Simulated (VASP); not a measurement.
# BAs: relaxation of cell and atoms with PBEsol-based screened hybrid

The system is BAs.

```
B As
1.0
     2.95701    0.00000    0.00000
     0.00000    2.95701    0.00000
     0.00000    0.00000    2.95701
B As
1 1
Direct
  0.50000 0.50000 0.50000
  0.00000 0.00000 0.00000
```

```json
{
  "Program": "VASP 6.6.1",
  "Task": "relaxation of cell and atoms",
  "Functional": "PBEsol-based screened hybrid",
  "Potentials or basis": "VASP PAW PBE potentials, release 64 (B, As)",
  "Cutoff": "600 eV",
  "k mesh": "5 × 5 × 5",
  "Occupations": "fermi-dirac, width 0.05 eV",
  "Spin": "no spin polarisation",
  "Dipole correction": "no",
  "Grid for exact exchange (PRECFOCK)": "Normal",
  "Share of exact exchange": "0.25",
  "Further INCAR settings": "ALGO = Normal; EDIFF = 1e-06; IBRION = 2; EDIFFG = -0.01; NSW = 60; ISIF = 3",
  "Screening parameter": "0.207 1/Å"
}
```

* Relaxed volume: 11.70 Å³/atom
* Relaxed cell: a = 2.861 Å, b = 2.861 Å, c = 2.861 Å, α = 90.00°, β = 90.00°, γ = 90.00°
* Space group after relaxing (to 0.05 Å): Pm-3m (No. 221)
* Energy gained by relaxing: 45.0 meV/atom
* Ionic steps: 4
* Pressure after relaxing: 0.0 GPa
* Band gap on the k mesh: zero (band 4 reaches 9.97 eV, above the bottom of band 5 at 5.95 eV)

The path:
```
step  energy change (eV)  largest force (eV/Å)  pressure (GPa)  volume (Å³)
   1              0.0000                0.0000          -11.10        25.86
   2             -0.0775                0.0000            5.37        22.65
   3             -0.0900                0.0000           -0.23        23.46
   4             -0.0901                0.0000            0.02        23.41
```

Final structure:
```xyz
2
Lattice="2.8606 0.0000 0.0000 0.0000 2.8606 0.0000 0.0000 0.0000 2.8606" Properties=species:S:1:pos:R:3 pbc="T T T"
B     1.4303    1.4303    1.4303
As    0.0000    0.0000    0.0000
```

Levels at points of the mesh, in eV from the Fermi level:
| k point | band 1 | band 2 | band 3 | band 4 | band 5 | band 6 | band 7 | band 8 |
| --- | --- | --- | --- | --- | --- | --- | --- | --- |
| (0.00, 0.00, 0.00) | -18.77 | -1.43 | -1.43 | -1.43 | 0.39 | 5.71 | 5.71 | 11.09 |

Run time: 7.9 min on 1 thread of Intel(R) Xeon(R) Platinum 8375C CPU @ 2.90GHz (Ice Lake), with other jobs on the host, peak memory 0.25 GiB.

Caveat: the k points lie up to 0.44 Å⁻¹ apart in the final cell; the PAW data sets were made with another functional, which shifts forces and pressure a little.
